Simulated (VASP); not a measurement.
# ScBSb3 (R-3) in VASP: single point with PBE

Aim: the single point of ScBSb3 with PBE.

All numbers are computed with VASP 6.6.1; they aren't measurements. Logs are shortened: lines on timing, memory, paths and dates and some standing lists are left out, and cuts for length are marked.

### Step 1. The cell of the first run

It takes space group R-3 (No. 148, trigonal). Conventional cell: a = 7.601 Å, b = 7.601 Å, c = 13.279 Å, α = 90.00°, β = 90.00°, γ = 120.00°. Within 3.2 Å of Sc (site symmetry 3) lie 1 B at 2.45 Å and 3 Sb at 3.03 Å. Within 2.2 Å of B (site symmetry 3) lie 1 B at 1.64 Å. Within 3.2 Å of Sb (site symmetry 1) lie 2 B at 2.42 to 3.10 Å and 1 Sc at 3.03 Å and 2 Sb at 3.11 Å.

### Step 2. Single point, PBE

Contents of INCAR:

```
PREC = Accurate
ENCUT = 520
EDIFF = 1E-6
ISMEAR = 0
SIGMA = 0.2
LREAL = F
LASPH = T
NELM = 100
ALGO = Normal
ISIF = 2
LWAVE = F
LCHARG = F
GGA = PE
NBANDS = 40
```

Contents of KPOINTS:

```
regular mesh
0
Gamma
  3 3 3
```

Contents of POSCAR:

```
ScBSb3
1.0
    3.8005887406      2.1942709325      4.4263671299
   -3.8005887406      2.1942709325      4.4263671299
    0.0000000000     -4.3885418649      4.4263671299
Sc B Sb
2 2 6
Direct
    0.2464478351      0.2464478351      0.2464478351
    0.7535521649      0.7535521649      0.7535521649
    0.9381099525      0.9381099525      0.9381099525
    0.0618900475      0.0618900475      0.0618900475
    0.7408987118      0.1574509326      0.3591543549
    0.6408456451      0.2591012882      0.8425490674
    0.2591012882      0.8425490674      0.6408456451
    0.3591543549      0.7408987118      0.1574509326
    0.1574509326      0.3591543549      0.7408987118
    0.8425490674      0.6408456451      0.2591012882
```

Potentials or basis: VASP PAW PBE potentials, release 64 (Sc_sv, B, Sb).

On the command line:

```
> cat potpaw_PBE.64/Sc_sv/POTCAR potpaw_PBE.64/B/POTCAR potpaw_PBE.64/Sb/POTCAR > POTCAR
> mpirun -np 1 vasp_std > vasp.out
```

OUTCAR:

```text
PREC = Accurate
   ENCUT = 520
   EDIFF = 1E-6
   ISMEAR = 0
   LREAL = F
   LASPH = T
   NELM = 100
   ISIF = 2
   GGA = PE

 ion  position               nearest neighbor table
   1  0.246  0.246  0.246-   4 2.45  10 3.03   7 3.03   6 3.03   9 3.21   8 3.21   5 3.21   9 3.21
                             5 3.21   8 3.21
   2  0.754  0.754  0.754-   3 2.45   9 3.03   5 3.03   8 3.03  10 3.21   6 3.21   7 3.21  10 3.21
                             7 3.21   6 3.21
   3  0.938  0.938  0.938-   4 1.64   7 2.42   6 2.42  10 2.42   2 2.45
   4  0.062  0.062  0.062-   3 1.64   5 2.42   8 2.42   9 2.42   1 2.45
   5  0.741  0.157  0.359-   4 2.42   2 3.03   6 3.11  10 3.11   1 3.21   1 3.21   6 3.31  10 3.31

   6  0.641  0.259  0.843-   3 2.42   1 3.03   5 3.11   9 3.11   2 3.21   2 3.21   5 3.31   9 3.31

   7  0.259  0.843  0.641-   3 2.42   1 3.03   8 3.11   9 3.11   2 3.21   2 3.21   8 3.31   9 3.31

   8  0.359  0.741  0.157-   4 2.42   2 3.03   7 3.11  10 3.11   1 3.21   1 3.21   7 3.31  10 3.31

   9  0.157  0.359  0.741-   4 2.42   2 3.03   6 3.11   7 3.11   1 3.21   1 3.21   7 3.31   6 3.31

  10  0.843  0.641  0.259-   3 2.42   1 3.03   8 3.11   5 3.11   2 3.21   2 3.21   5 3.31   8 3.31

  LATTYP: Found a trigonal (rhomboedric) cell.
 ALAT       =     6.2331393109
 COS(alpha) =     0.2564364649

  Lattice vectors:

 A1 = (   3.8005887406,   2.1942709325,   4.4263671299)
 A2 = (  -3.8005887406,   2.1942709325,   4.4263671299)
 A3 = (   0.0000000000,  -4.3885418649,   4.4263671299)

Analysis of symmetry for initial positions (statically):
=====================================================================
 Subroutine PRICEL returns:
 Original cell was already a primitive cell.

 Routine SETGRP: Setting up the symmetry group for a
 trigonal (rhombohedral) supercell.

 Subroutine GETGRP returns: Found  6 space group operations
 (whereof  6 operations were pure point group operations)
 out of a pool of 12 trial point group operations.

The static configuration has the point symmetry S_6 .

Analysis of symmetry for dynamics (positions and initial velocities):
=====================================================================
 Subroutine PRICEL returns:
 Original cell was already a primitive cell.

 Routine SETGRP: Setting up the symmetry group for a
 trigonal (rhombohedral) supercell.

 Subroutine GETGRP returns: Found  6 space group operations
 (whereof  6 operations were pure point group operations)
 out of a pool of 12 trial point group operations.

The dynamic configuration has the point symmetry S_6 .

 Subroutine INISYM returns: Found  6 space group operations
 (whereof  6 operations are pure point group operations),
 and found     1 'primitive' translations

----------------------------------------------------------------------------------------

                                     Primitive cell

  volume of cell :     221.4827

  direct lattice vectors                    reciprocal lattice vectors
     3.800588741  2.194270932  4.426367130     0.131558565  0.075955373  0.075306301
    -3.800588741  2.194270932  4.426367130    -0.131558565  0.075955373  0.075306301
     0.000000000 -4.388541865  4.426367130     0.000000000 -0.151910746  0.075306301

  length of vectors
     6.233139311  6.233139311  6.233139311     0.169552097  0.169552097  0.169552097

  position of ions in fractional coordinates (direct lattice)
     0.246447835  0.246447835  0.246447835
     0.753552165  0.753552165  0.753552165
     0.938109952  0.938109952  0.938109952
     0.061890048  0.061890048  0.061890048
     0.740898712  0.157450933  0.359154355
     0.640845645  0.259101288  0.842549067
     0.259101288  0.842549067  0.640845645
     0.359154355  0.740898712  0.157450933
     0.157450933  0.359154355  0.740898712
     0.842549067  0.640845645  0.259101288

  ion indices of the primitive-cell ions
   primitive index   ion index
                 1           1
                 2           2
                 3           3
                 4           4
                 5           5
                 6           6
                 7           7
                 8           8
                 9           9
                10          10

----------------------------------------------------------------------------------------

 KPOINTS: regular mesh

Automatic generation of k-mesh.
 Grid dimensions read from file:
 generate k-points for:    3    3    3

 Generating k-lattice:

  Cartesian coordinates                     Fractional coordinates (reciprocal lattice)
     0.043852855  0.025318458  0.025102100     0.333333333  0.000000000 -0.000000000
    -0.043852855  0.025318458  0.025102100     0.000000000  0.333333333 -0.000000000
     0.000000000 -0.050636915  0.025102100    -0.000000000 -0.000000000  0.333333333

  Length of vectors
     0.056517366  0.056517366  0.056517366

  Shift w.r.t. Gamma in fractional coordinates (k-lattice)
     0.000000000  0.000000000  0.000000000

 Subroutine IBZKPT returns following result:
 ===========================================

 Found      6 irreducible k-points:

 Following reciprocal coordinates:
            Coordinates               Weight
  0.000000  0.000000  0.000000      1.000000
  0.333333  0.000000  0.000000      6.000000
  0.333333  0.333333  0.000000      6.000000
 -0.333333  0.333333  0.000000      6.000000
  0.333333  0.333333  0.333333      2.000000
 -0.333333  0.333333  0.333333      6.000000
   k-points           NKPTS =      6   k-points in BZ     NKDIM =      6   number of bands    NBANDS=     40
   number of dos      NEDOS =    301   number of ions     NIONS =     10
   total plane-waves  NPLWV = 110592
   dimension x,y,z NGX =    48 NGY =   48 NGZ =   48
   dimension x,y,z NGXF=    96 NGYF=   96 NGZF=   96
   ions per type =               2   2   6
   NGX,Y,Z   is equivalent  to a cutoff of  12.80, 12.80, 12.80 a.u.
   NGXF,Y,Z  is equivalent  to a cutoff of  25.60, 25.60, 25.60 a.u.
 SYSTEM =  unknown system
   PREC   = accura    normal or accurate (medium, high low for compatibility)
   ISTART =      0    job   : 0-new  1-cont  2-samecut
   ICHARG =      2    charge: 1-file 2-atom 10-const
   ISPIN  =      1    spin polarized calculation?
   LNONCOLLINEAR =      F non collinear calculations
   LSORBIT =      F    spin-orbit coupling
   LASPH  =      T    aspherical Exc in radial PAW
   ENCUT  =  520.0 eV  38.22 Ry    6.18 a.u.  11.59 11.59 11.59*2*pi/ulx,y,z
   NELM   =    100;   NELMIN=  2; NELMDL= -5     # of ELM steps
   EDIFF  = 0.1E-05   stopping-criterion for ELM
   LREAL  =      F    real-space projection
   EDIFFG = 0.1E-04   stopping-criterion for IOM
   NSW    =      0    number of steps for IOM
   IBRION =     -1    ionic relax: 0-MD 1-quasi-New 2-CG
   NFREE  =      0    steps in history (QN), initial steepest desc. (CG)
   ISIF   =      2    stress and relaxation
   ISYM   =      2    0-nonsym 1-usesym 2-fastsym
   POTIM  = 0.5000    time-step for ionic-motion
   TEBEG  =    0.0;   TEEND  =   0.0 temperature during run
   PSTRESS=    0.0 pullay stress
   NELECT =      58.0000    total number of electrons
   NUPDOWN=      -1.0000    fix difference up-down
   EMIN   =  10.00;   EMAX   =-10.00  energy-range for DOS
   EFERMI =   0.00;   METHOD = LEGACY
   ISMEAR =     0;   SIGMA  =   0.20  broadening in eV -4-tet -1-fermi 0-gaus
   EFERMI_NEDOS =   21; number of points for ismear=-14 and -15
   IALGO  =     38    algorithm
   IMIX   =      4    mixing-type and parameters
     AMIX     =   0.40;   BMIX     =  1.00
     AMIX_MAG =   1.60;   BMIX_MAG =  1.00
  volume/ion in A,a.u.               =      22.15       149.46
  Fermi-wavevector in a.u.,A,eV,Ry     =   1.047380  1.979261 14.925654  1.097005
  Thomas-Fermi vector in A             =   2.182258
   LORBIT       =      0    0 simple, 1 ext, 2 COOP (PROOUT), +10 PAW based schemes
   GGA     = PE    functional components
   LHFCALC =     F    Hartree Fock is set to
   AEXX    =    0.0000 exact exchange contribution
   IVDW    =     0    specifies the selected vdW correction
   LEPSILON=     F    determine dielectric tensor
   LRPA    =     F    only Hartree local field effects (RPA)
 non-spin polarized calculation
 Gauss-broadening in eV      SIGMA  =   0.20
  energy-cutoff  :      520.00
  volume of cell :      221.48
 maximum number of plane-waves:      5999
 NGX is ok and might be reduce to    48
   NGX = 23   NGY = 23   NGZ = 23

 number of electron      58.0000004 magnetization

 Free energy of the ion-electron system (eV)
  ---------------------------------------------------
  ext. energy  EPLUGINS =         0.00000000
  ---------------------------------------------------
  free energy    TOTEN  =       -51.36759399 eV

  energy without entropy =      -51.27417733  energy(sigma->0) =      -51.32088566

 E-fermi :   7.5169     XC(G=0): -10.2546

 val. band max:        7.4258635511   @ k =  -0.3333   0.3333   0.3333
 cond. band min:       7.5853017565   @ k =  -0.3333   0.3333   0.3333
 fundamental gap:      0.1594382053
 Fermi energy:         7.5169005748

 k-point     1 :       0.0000    0.0000    0.0000
  band No.  band energies     occupation
      1     -42.4058      2.00000
      2     -42.4056      2.00000
      3     -21.0745      2.00000
      4     -21.0745      2.00000
      5     -21.0706      2.00000
      6     -21.0706      2.00000
[... 32 lines left out ...]
     39       9.7617      0.00000
     40      11.1813      0.00000

 k-point     2 :       0.3333    0.0000    0.0000
  band No.  band energies     occupation
      1     -42.4057      2.00000
      2     -42.4056      2.00000
      3     -21.0735      2.00000
      4     -21.0735      2.00000
      5     -21.0716      2.00000
      6     -21.0715      2.00000
[... 32 lines left out ...]
     39      10.1423      0.00000
     40      10.5100      0.00000

 k-point     3 :       0.3333    0.3333    0.0000
  band No.  band energies     occupation
      1     -42.4057      2.00000
      2     -42.4056      2.00000
      3     -21.0750      2.00000
      4     -21.0731      2.00000
      5     -21.0721      2.00000
      6     -21.0702      2.00000
[... 32 lines left out ...]
     39      10.0081      0.00000
     40      10.2096      0.00000

 k-point     4 :      -0.3333    0.3333    0.0000
  band No.  band energies     occupation
      1     -42.4057      2.00000
      2     -42.4057      2.00000
      3     -21.0742      2.00000
      4     -21.0739      2.00000
      5     -21.0713      2.00000
      6     -21.0710      2.00000
[... 32 lines left out ...]
     39       9.9939      0.00000
     40      10.3039      0.00000

 k-point     5 :       0.3333    0.3333    0.3333
  band No.  band energies     occupation
      1     -42.4057      2.00000
      2     -42.4056      2.00000
      3     -21.0736      2.00000
      4     -21.0736      2.00000
      5     -21.0716      2.00000
      6     -21.0716      2.00000
[... 32 lines left out ...]
     39      10.2121      0.00000
     40      10.5976      0.00000

 k-point     6 :      -0.3333    0.3333    0.3333
  band No.  band energies     occupation
      1     -42.4057      2.00000
      2     -42.4057      2.00000
      3     -21.0741      2.00000
      4     -21.0740      2.00000
      5     -21.0712      2.00000
      6     -21.0712      2.00000
[... 32 lines left out ...]
     39       9.9332      0.00000
     40      10.3973      0.00000

------------------------ aborting loop because EDIFF is reached ----------------------------------------

  FORCE on cell =-STRESS in cart. coord.  units (eV):
  Direction    XX          YY          ZZ          XY          YZ          ZX
  --------------------------------------------------------------------------------------
  -------------------------------------------------------------------------------------
  Total        0.9126997      0.9126997      0.0483119      0.0000004      0.0000000     -0.0000000
  in kB        6.6023520      6.6023520      0.3494818      0.0000033      0.0000000     -0.0000000
  external PRESSURE =       4.5180619 kB  Pullay stress =       0.0000000 kB

 VOLUME and BASIS-vectors are now :
 -----------------------------------------------------------------------------
  energy-cutoff  :      520.00
  volume of cell :      221.48
      direct lattice vectors                 reciprocal lattice vectors
     3.800588741  2.194270932  4.426367130     0.131558565  0.075955373  0.075306301
    -3.800588741  2.194270932  4.426367130    -0.131558565  0.075955373  0.075306301
     0.000000000 -4.388541865  4.426367130     0.000000000 -0.151910746  0.075306301

 POSITION                                       TOTAL-FORCE (eV/Angst)
 -----------------------------------------------------------------------------------
      0.00000      0.00000      3.27261         0.000000      0.000000      0.043615
      0.00000      0.00000     10.00650         0.000000     -0.000000     -0.043615
      0.00000      0.00000     12.45726         0.000000      0.000000      0.072864
      0.00000      0.00000      0.82184         0.000000     -0.000000     -0.072864
      2.21745      0.39506      5.56617        -0.013658     -0.006449      0.017368
      1.45085     -1.72283      7.71293        -0.012415      0.008604     -0.017368
     -2.21745     -0.39506      7.71293         0.013658      0.006449     -0.017368
     -1.45085      1.72283      5.56617         0.012415     -0.008604      0.017368
     -0.76659     -2.11789      5.56617         0.001244      0.015053      0.017368
      0.76659      2.11789      7.71293        -0.001244     -0.015053     -0.017368
 -----------------------------------------------------------------------------------
    total drift:                                0.000000      0.000000     -0.000000

  FREE ENERGIE OF THE ION-ELECTRON SYSTEM (eV)
  ---------------------------------------------------
  free  energy   TOTEN  =       -51.3675939948 eV

  energy  without entropy=      -51.2741773253  energy(sigma->0) =      -51.32088566
```

Run time: 57 s. Hardware: 1 thread of Intel Xeon Platinum 8488C (Sapphire Rapids), shared host; peak memory 0.33 GiB.

What came out:

```yaml
Free_energy: -51.3676 eV
Pressure: 0.5 GPa
Largest_force: 0.073 eV/Å
Band_gap_on_the_k_mesh: zero (band 29 reaches 7.81 eV, above the bottom of band 30 at 7.00 eV)
```

Forces on the atoms (eV/Å):
```
Sc   0.000  0.000  0.044
Sc   0.000  0.000 -0.044
B    0.000  0.000  0.073
B    0.000  0.000 -0.073
Sb  -0.014 -0.006  0.017
Sb  -0.012  0.009 -0.017
Sb   0.014  0.006 -0.017
Sb   0.012 -0.009  0.017
Sb   0.001  0.015  0.017
Sb  -0.001 -0.015 -0.017
```

Levels at points of the mesh, in eV from the Fermi level:
```
           k point  band 26  band 27  band 28  band 29  band 30  band 31  band 32  band 33
(0.00, 0.00, 0.00)    -1.42    -1.42    -0.97     0.29     0.68     0.68     1.35     1.37
```

Caveat: spin-orbit coupling is left out, which moves the levels of the heavy elements.
